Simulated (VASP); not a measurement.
# V (Im-3m) in VASP: a series of runs

V is run at these levels: RPBE+D4+U, LDA, PBEsol, PBE+U; tasks: single point, vibrations by perturbation theory, elastic constants.

Program: VASP 6.6.1. These are calculated values, not measurements. Logs are shortened: lines on timing, memory, paths and dates and some standing lists are left out, and cuts for length are marked.

**1. The cell of the first run**

Symmetry: Im-3m, No. 229, cubic system. The conventional cell has a = 3.029 Å, b = 3.029 Å, c = 3.029 Å, α = 90.00°, β = 90.00°, γ = 90.00°. Within 3.5 Å of V (site symmetry m-3m) lie 14 V at 2.62 to 3.03 Å.

**2. Single point, RPBE+D4+U, collinear spin, ferromagnetic start**

The input, INCAR:

```
PREC     = Accurate       # precision mode
ENCUT    = 520            # plane-wave cutoff, eV
EDIFF    = 1E-7           # SCF threshold, eV
ISMEAR   = 0              # smearing method
SIGMA    = 0.05           # smearing width, eV
LREAL    = F              # projectors in reciprocal space
LASPH    = T              # aspherical terms in the spheres
NELM     = 150            # most SCF steps
ALGO     = Normal         # electronic algorithm
ISIF     = 2              # what is computed and relaxed
LWAVE    = F              # write WAVECAR
LCHARG   = F              # write CHGCAR
ISPIN    = 2              # spin polarisation
MAGMOM   = 2              # initial moments
LORBIT   = 11             # projections on sites
LMAXMIX  = 4              # l up to which the mixer works
LDAU     = T              # DFT+U
LDAUTYPE = 2            
LDAUL    = 2              # shell
LDAUU    = 6.2            # U, eV
LDAUJ    = 0            
LDAUPRINT= 1            
GGA      = RP             # functional
IVDW     = 13             # dispersion correction
NBANDS   = 16             # bands
```

The input, KPOINTS:

```
Automatic mesh
0
Gamma
  12 12 12
```

The input, POSCAR:

```
V
1.0
   -1.5143500000      1.5143500000      1.5143500000
    1.5143500000     -1.5143500000      1.5143500000
    1.5143500000      1.5143500000     -1.5143500000
V
1
Direct
    0.0000000000      0.0000000000      0.0000000000
```

Potentials or basis: VASP PAW PBE potentials, release 64 (V_sv).

On the command line:

```console
> cat potpaw_PBE.64/V_sv/POTCAR > POTCAR
> mpirun -np 1 vasp_std > vasp.out
```

OUTCAR:

```text
PREC = Accurate
   ENCUT = 520
   EDIFF = 1E-7
   ISMEAR = 0
   LREAL = F
   LASPH = T
   NELM = 150
   ISIF = 2
   ISPIN = 2
   LORBIT = 11
   GGA = RP
   IVDW = 13

 ion  position               nearest neighbor table
   1  0.000  0.000  0.000-

  LATTYP: Found a body centered cubic cell.
 ALAT       =     3.0287000000

  Lattice vectors:

 A1 = (  -1.5143500000,   1.5143500000,   1.5143500000)
 A2 = (   1.5143500000,  -1.5143500000,   1.5143500000)
 A3 = (   1.5143500000,   1.5143500000,  -1.5143500000)

Analysis of symmetry for initial positions (statically):
=====================================================================
 Subroutine PRICEL returns:
 Original cell was already a primitive cell.

 Routine SETGRP: Setting up the symmetry group for a
 body centered cubic supercell.

 Subroutine GETGRP returns: Found 48 space group operations
 (whereof 48 operations were pure point group operations)
 out of a pool of 48 trial point group operations.

The static configuration has the point symmetry O_h .

Analysis of symmetry for dynamics (positions and initial velocities):
=====================================================================
 Subroutine PRICEL returns:
 Original cell was already a primitive cell.

 Routine SETGRP: Setting up the symmetry group for a
 body centered cubic supercell.

 Subroutine GETGRP returns: Found 48 space group operations
 (whereof 48 operations were pure point group operations)
 out of a pool of 48 trial point group operations.

The dynamic configuration has the point symmetry O_h .

Analysis of structural, dynamic, and magnetic symmetry:
=====================================================================
 Subroutine PRICEL returns:
 Original cell was already a primitive cell.

 Routine SETGRP: Setting up the symmetry group for a
 body centered cubic supercell.

 Subroutine GETGRP returns: Found 48 space group operations
 (whereof 48 operations were pure point group operations)
 out of a pool of 48 trial point group operations.

The overall configuration has the point symmetry O_h .

 Subroutine INISYM returns: Found 48 space group operations
 (whereof 48 operations are pure point group operations),
 and found     1 'primitive' translations

----------------------------------------------------------------------------------------

                                     Primitive cell

  volume of cell :      13.8912

  direct lattice vectors                    reciprocal lattice vectors
    -1.514350000  1.514350000  1.514350000     0.000000000  0.330174662  0.330174662
     1.514350000 -1.514350000  1.514350000     0.330174662  0.000000000  0.330174662
     1.514350000  1.514350000 -1.514350000     0.330174662  0.330174662  0.000000000

  length of vectors
     2.622931140  2.622931140  2.622931140     0.466937486  0.466937486  0.466937486

  position of ions in fractional coordinates (direct lattice)
     0.000000000  0.000000000  0.000000000

  ion indices of the primitive-cell ions
   primitive index   ion index
                 1           1

----------------------------------------------------------------------------------------

 KPOINTS: Automatic mesh

Automatic generation of k-mesh.
 Grid dimensions read from file:
 generate k-points for:   12   12   12

 Generating k-lattice:

  Cartesian coordinates                     Fractional coordinates (reciprocal lattice)
     0.000000000  0.027514555  0.027514555     0.083333333  0.000000000  0.000000000
     0.027514555  0.000000000  0.027514555     0.000000000  0.083333333  0.000000000
     0.027514555  0.027514555  0.000000000     0.000000000  0.000000000  0.083333333

[... 50 lines left out ...]
   ISPIN  =      2    spin polarized calculation?
   LNONCOLLINEAR =      F non collinear calculations
   LSORBIT =      F    spin-orbit coupling
   LASPH  =      T    aspherical Exc in radial PAW
   ENCUT  =  520.0 eV  38.22 Ry    6.18 a.u.   4.88  4.88  4.88*2*pi/ulx,y,z
   NELM   =    150;   NELMIN=  2; NELMDL= -5     # of ELM steps
   EDIFF  = 0.1E-06   stopping-criterion for ELM
   LREAL  =      F    real-space projection
   EDIFFG = 0.1E-05   stopping-criterion for IOM
   NSW    =      0    number of steps for IOM
   IBRION =     -1    ionic relax: 0-MD 1-quasi-New 2-CG
   NFREE  =      0    steps in history (QN), initial steepest desc. (CG)
   ISIF   =      2    stress and relaxation
   ISYM   =      2    0-nonsym 1-usesym 2-fastsym
   POTIM  = 0.5000    time-step for ionic-motion
   TEBEG  =    0.0;   TEEND  =   0.0 temperature during run
   PSTRESS=    0.0 pullay stress
   NELECT =      13.0000    total number of electrons
   NUPDOWN=      -1.0000    fix difference up-down
   EMIN   =  10.00;   EMAX   =-10.00  energy-range for DOS
   EFERMI =   0.00;   METHOD = LEGACY
   ISMEAR =     0;   SIGMA  =   0.05  broadening in eV -4-tet -1-fermi 0-gaus
   EFERMI_NEDOS =   21; number of points for ismear=-14 and -15
   IALGO  =     38    algorithm
   IMIX   =      4    mixing-type and parameters
     AMIX     =   0.40;   BMIX     =  1.00
     AMIX_MAG =   1.60;   BMIX_MAG =  1.00
  volume/ion in A,a.u.               =      13.89        93.74
  Fermi-wavevector in a.u.,A,eV,Ry     =   1.601313  3.026044 34.888125  2.564205
  Thomas-Fermi vector in A             =   2.698311
   LORBIT       =     11    0 simple, 1 ext, 2 COOP (PROOUT), +10 PAW based schemes
 LDA+U is selected, type is set to LDAUTYPE =  2
   angular momentum for each species LDAUL =     2
   U (eV)           for each species LDAUU =   6.2
   J (eV)           for each species LDAUJ =   0.0
   GGA     = RP    functional components
   LHFCALC =     F    Hartree Fock is set to
   AEXX    =    0.0000 exact exchange contribution
   IVDW    =    13    specifies the selected vdW correction
   LEPSILON=     F    determine dielectric tensor
   LRPA    =     F    only Hartree local field effects (RPA)
 spin polarized calculation
 Gauss-broadening in eV      SIGMA  =   0.05
  energy-cutoff  :      520.00
  volume of cell :       13.89
 maximum number of plane-waves:       384
   NGX =  9   NGY =  9   NGZ =  9

atom =   1  type =  1  l = 2

 onsite density matrix

spin component  1

  0.7672 -0.0000  0.0000 -0.0000 -0.0000
 -0.0000  0.7672 -0.0000 -0.0000  0.0000
  0.0000 -0.0000  0.1336 -0.0000 -0.0000
 -0.0000 -0.0000 -0.0000  0.7672  0.0000
 -0.0000  0.0000 -0.0000  0.0000  0.1336

spin component  2

  0.0396  0.0000  0.0000  0.0000  0.0000
  0.0000  0.0396 -0.0000  0.0000  0.0000
  0.0000 -0.0000  0.1781  0.0000 -0.0000
  0.0000  0.0000  0.0000  0.0396  0.0000
  0.0000  0.0000 -0.0000  0.0000  0.1781

 occupancies and eigenvectors

  o =  0.0396  v =  0.0000  0.0000  0.0000  0.0000  0.0000  1.0000 -0.0020 -0.0000 -0.0017 -0.0000      0.0000  0.0000  0.0000  0.0000  0.0000  0.0000  0.0000  0.0000  0.0000  0.0000
  o =  0.0396  v =  0.0000  0.0000  0.0000  0.0000  0.0000 -0.0020 -1.0000  0.0000  0.0070  0.0000      0.0000  0.0000  0.0000  0.0000  0.0000  0.0000  0.0000  0.0000  0.0000  0.0000
  o =  0.0396  v =  0.0000  0.0000  0.0000  0.0000  0.0000  0.0017  0.0070  0.0000  1.0000 -0.0000      0.0000  0.0000  0.0000  0.0000  0.0000  0.0000  0.0000  0.0000  0.0000  0.0000
  o =  0.1336  v =  0.0000  0.0000 -1.0000  0.0000 -0.0065  0.0000  0.0000  0.0000  0.0000  0.0000      0.0000  0.0000  0.0000  0.0000  0.0000  0.0000  0.0000  0.0000  0.0000  0.0000
  o =  0.1336  v =  0.0000 -0.0000  0.0065  0.0000 -1.0000  0.0000  0.0000  0.0000  0.0000  0.0000      0.0000  0.0000  0.0000  0.0000  0.0000  0.0000  0.0000  0.0000  0.0000  0.0000
  o =  0.1781  v =  0.0000  0.0000  0.0000  0.0000  0.0000  0.0000 -0.0000  1.0000 -0.0000  0.0032      0.0000  0.0000  0.0000  0.0000  0.0000  0.0000  0.0000  0.0000  0.0000  0.0000
  o =  0.1781  v =  0.0000  0.0000  0.0000  0.0000  0.0000 -0.0000  0.0000  0.0032  0.0000 -1.0000      0.0000  0.0000  0.0000  0.0000  0.0000  0.0000  0.0000  0.0000  0.0000  0.0000
  o =  0.7672  v =  1.0000  0.0000  0.0000  0.0000  0.0000  0.0000  0.0000  0.0000  0.0000  0.0000      0.0000  0.0000  0.0000  0.0000  0.0000  0.0000  0.0000  0.0000  0.0000  0.0000
  o =  0.7672  v =  0.0000 -0.7809 -0.0000 -0.6246  0.0000  0.0000  0.0000  0.0000  0.0000  0.0000      0.0000  0.0000  0.0000  0.0000  0.0000  0.0000  0.0000  0.0000  0.0000  0.0000
  o =  0.7672  v =  0.0000 -0.6246  0.0000  0.7809 -0.0000  0.0000  0.0000  0.0000  0.0000  0.0000      0.0000  0.0000  0.0000  0.0000  0.0000  0.0000  0.0000  0.0000  0.0000  0.0000

 number of electron      12.9999996 magnetization       2.3011043

 Free energy of the ion-electron system (eV)
  ---------------------------------------------------
  ext. energy  EPLUGINS =         0.00000000
  ---------------------------------------------------
  free energy    TOTEN  =        -2.76265126 eV

  energy without entropy =       -2.76171664  energy(sigma->0) =       -2.76218395

 E-fermi :  10.9653     XC(G=0): -12.4711

 val. band max:       10.9464586955   @ k =   0.5000   0.5000   0.2500
 cond. band min:      10.9726483871   @ k =   0.3333   0.0833   0.0000
 fundamental gap:      0.0261896916
 Fermi energy:        10.9653299126

 spin component 1

 k-point     1 :       0.0000    0.0000    0.0000
  band No.  band energies     occupation
      1     -54.6057      1.00000
      2     -27.9139      1.00000
      3     -27.9138      1.00000
      4     -27.9138      1.00000
      5       2.5451      1.00000
      6       7.5753      1.00000
[... 895 lines left out ...]
      5       9.2567      1.00000
      6      11.3445      0.00000
[... 8 lines left out ...]
     15      39.4028      0.00000
     16      39.8064      0.00000

 [... further k-points ...]

------------------------ aborting loop because EDIFF is reached ----------------------------------------

  DFT-D4 for vdW energy calculation

  Edisp (eV):   -0.58368

  FORCE on cell =-STRESS in cart. coord.  units (eV):
  Direction    XX          YY          ZZ          XY          YZ          ZX
  --------------------------------------------------------------------------------------
  -------------------------------------------------------------------------------------
  Total       4.52377     4.52377     4.52377    -0.00000     0.00000     0.00000
  in kB     521.76136   521.76136   521.76136    -0.00000     0.00000     0.00000
  external pressure =      521.76 kB  Pullay stress =        0.00 kB

 VOLUME and BASIS-vectors are now :
 -----------------------------------------------------------------------------
  energy-cutoff  :      520.00
  volume of cell :       13.89
      direct lattice vectors                 reciprocal lattice vectors
    -1.514350000  1.514350000  1.514350000     0.000000000  0.330174662  0.330174662
     1.514350000 -1.514350000  1.514350000     0.330174662  0.000000000  0.330174662
     1.514350000  1.514350000 -1.514350000     0.330174662  0.330174662  0.000000000

 POSITION                                       TOTAL-FORCE (eV/Angst)
 -----------------------------------------------------------------------------------
      0.00000      0.00000      0.00000        -0.000000      0.000000     -0.000000
 -----------------------------------------------------------------------------------
    total drift:                                0.000000     -0.000000      0.000000

  FREE ENERGIE OF THE ION-ELECTRON SYSTEM (eV)
  ---------------------------------------------------
  free  energy   TOTEN  =        -3.3463298249 eV

  energy  without entropy=       -3.3453952044  energy(sigma->0) =       -3.34586251

 total charge

# of ion       s       p       d       tot
------------------------------------------
    1        2.349   6.254   3.019  11.622

 magnetization (x)

# of ion       s       p       d       tot
------------------------------------------
    1       -0.000   0.062   2.083   2.144
```

Wall time 2.1 min (1 thread of Intel Xeon 8259CL, shared host); peak memory 0.15 GiB.

What came out:

```
Free energy                                           : -3.3463 eV
Pressure                                              : 52.2 GPa
Net moment                                            : 2.30 μB per cell
Site moments                                          : V +2.14 μB
Valence electrons inside the program's atomic spheres : V 11.62
Dispersion energy per atom                            : -0.584 eV
```

Eigenvalues of the final occupation matrices:
```tsv
site	spin	trace	eigenvalues
site 1 d	1	2.57	0.13 0.13 0.77 0.77 0.77
site 1 d	2	0.48	0.04 0.04 0.04 0.18 0.18
```

Caveat: the PAW data sets were made with another functional, which shifts forces and pressure a little; pairwise dispersion overbinds metals, which lowers pressure and volume; the U is typed as a test and isn't derived for this compound. The state reached can hang on the start; a lower one may exist.

**3. Vibrations by perturbation theory, LDA, collinear spin, ferromagnetic start**

The input, INCAR:

```
ALGO = Fast
EDIFF = 1E-8
ENCUT = 520
GGA = CA
IBRION = 8
ISIF = 2
ISMEAR = -1
ISPIN = 2
LASPH = True
LCHARG = False
LMAXMIX = 4
LORBIT = 11
LREAL = False
LWAVE = False
MAGMOM = 2
NELM = 150
NSW = 1
PREC = Accurate
SIGMA = 0.1
```

The input, KPOINTS:

```
k-points
0
Gamma
  10 10 10
```

POSCAR is that of step 2.

Potentials or basis: VASP PAW LDA potentials, release 64 (V_sv).

On the command line:

```console
> cat potpaw_LDA.64/V_sv/POTCAR > POTCAR
> mpirun -np 1 vasp_std > vasp.out
```

OUTCAR:

```text
EDIFF = 1E-8
   ENCUT = 520
   GGA = CA
   IBRION = 8
   ISIF = 2
   ISMEAR = -1
   ISPIN = 2
   LASPH = True
   LORBIT = 11
   LREAL = False
   NELM = 150
   NSW = 1
   PREC = Accurate

 ion  position               nearest neighbor table
   1  0.000  0.000  0.000-

  LATTYP: Found a body centered cubic cell.
 ALAT       =     3.0287000000

  Lattice vectors:

 A1 = (  -1.5143500000,   1.5143500000,   1.5143500000)
 A2 = (   1.5143500000,  -1.5143500000,   1.5143500000)
 A3 = (   1.5143500000,   1.5143500000,  -1.5143500000)

Analysis of symmetry for initial positions (statically):
=====================================================================
 Subroutine PRICEL returns:
 Original cell was already a primitive cell.

 Routine SETGRP: Setting up the symmetry group for a
 body centered cubic supercell.

 Subroutine GETGRP returns: Found 48 space group operations
 (whereof 48 operations were pure point group operations)
 out of a pool of 48 trial point group operations.

The static configuration has the point symmetry O_h .

Analysis of symmetry for dynamics (positions and initial velocities):
=====================================================================
 Subroutine PRICEL returns:
 Original cell was already a primitive cell.

 Routine SETGRP: Setting up the symmetry group for a
 body centered cubic supercell.

 Subroutine GETGRP returns: Found 48 space group operations
 (whereof 48 operations were pure point group operations)
 out of a pool of 48 trial point group operations.

[... 870 lines left out ...]
 POSITION                                       TOTAL-FORCE (eV/Angst)
 -----------------------------------------------------------------------------------
      0.00000      0.00000      0.00000         0.000000      0.000000      0.000000
 -----------------------------------------------------------------------------------
    total drift:                                0.000000      0.000000      0.000000

  FREE ENERGIE OF THE ION-ELECTRON SYSTEM (eV)
  ---------------------------------------------------
  free  energy   TOTEN  =        -9.8994863175 eV

  energy  without entropy=       -9.8401664727  energy(sigma->0) =       -9.86982640

[... ionic steps 2 to 3 ...]

--------------------------------------- Ionic step        4  -------------------------------------------

 Free energy of the ion-electron system (eV)
  ---------------------------------------------------
  ---------------------------------------------------
  free energy    TOTEN  =        -0.91637299 eV

  energy without entropy =       -0.91637299

------------------------ aborting loop because EDIFF is reached ----------------------------------------

 INTERNAL STRAIN TENSOR  FOR ION    1  DIRECTION 1   (eV/Angst):
 -----------------------------------------------------------------------------
     0.01783  0.00000 -0.00000
    -0.00000  0.00595  0.00000
     0.00000  0.00000  0.00595

 INTERNAL STRAIN TENSOR FOR ION    1 for displacements in x,y,z  (eV/Angst):
          X           Y           Z          XY          YZ          ZX
  --------------------------------------------------------------------------------
  x     0.00000     0.00000     0.00000     0.00000     0.00000     0.00000
  y     0.00000     0.00000     0.00000     0.00000     0.00000     0.00000
  z     0.00000     0.00000     0.00000     0.00000     0.00000     0.00000

 SECOND DERIVATIVES (NOT SYMMETRIZED)
 ------------------------------------
               1X          1Y          1Z
  1X    -0.045973    0.000000    0.000000
  1Y     0.000000   -0.045973    0.000000
  1Z     0.000000    0.000000   -0.045973

 Eigenvectors and eigenvalues of the dynamical matrix
 ----------------------------------------------------

   1 f  =    0.469643 THz     2.950851 2PiTHz   15.665591 cm-1     1.942285 meV
             X         Y         Z           dx          dy          dz
      0.000000  0.000000  0.000000     1.000000    0.000000    0.000000

   2 f  =    0.469643 THz     2.950851 2PiTHz   15.665591 cm-1     1.942285 meV
             X         Y         Z           dx          dy          dz
      0.000000  0.000000  0.000000     0.000000    1.000000    0.000000

   3 f  =    0.469643 THz     2.950851 2PiTHz   15.665591 cm-1     1.942285 meV
             X         Y         Z           dx          dy          dz
      0.000000  0.000000  0.000000     0.000000    0.000000    1.000000

--------------------------------------------------------------------------------------------------------

 ELASTIC MODULI CONTR FROM IONIC RELAXATION (kBar)
 Direction    XX          YY          ZZ          XY          YZ          ZX
 --------------------------------------------------------------------------------
 XX           0.0000      0.0000      0.0000      0.0000      0.0000      0.0000
 YY           0.0000      0.0000      0.0000      0.0000      0.0000      0.0000
 ZZ           0.0000      0.0000      0.0000      0.0000      0.0000      0.0000
 XY           0.0000      0.0000      0.0000      0.0000      0.0000      0.0000
 YZ           0.0000      0.0000      0.0000      0.0000      0.0000      0.0000
 ZX           0.0000      0.0000      0.0000      0.0000      0.0000      0.0000
 --------------------------------------------------------------------------------

 total charge

# of ion       s       p       d       tot
------------------------------------------
    1        2.336   6.211   3.075  11.622

 magnetization (x)

# of ion       s       p       d       tot
------------------------------------------
    1       -0.000  -0.000  -0.000  -0.000
```

OSZICAR:

```text
N       E                     dE             d eps       ncg     rms          rms(c)
DAV:   1     0.912083654009E+02    0.91208E+02   -0.71445E+03  2071   0.128E+03
DAV:   2    -0.941243408290E+01   -0.10062E+03   -0.97998E+02  2098   0.350E+02
DAV:   3    -0.108476955348E+02   -0.14353E+01   -0.14126E+01  2284   0.497E+01
DAV:   4    -0.108554779124E+02   -0.77824E-02   -0.77819E-02  2292   0.393E+00
[... 33 lines left out ...]
RMM:  14    -0.916372846803E+00   -0.81683E-08   -0.26786E-07  7933   0.130E-04    0.664E-06
RMM:  15    -0.916372955859E+00   -0.10906E-06   -0.17204E-07  7668   0.117E-04    0.156E-06
RMM:  16    -0.916372986027E+00   -0.30168E-07   -0.10939E-07  8143   0.108E-04    0.509E-07
RMM:  17    -0.916372989572E+00   -0.35450E-08   -0.84708E-08  5705   0.105E-04    0.379E-07
 Linear response finished
```

Wall time 82 s (1 thread of Intel Xeon 8259CL, shared host); peak memory 0.17 GiB.

What came out:

- Net moment: 0.00 μB per cell
- Valence electrons inside the program's atomic spheres: V 11.62

Caveat: the cell wasn't relaxed at this level first, which shifts response properties.

(Part 1 of 2 ends here.)
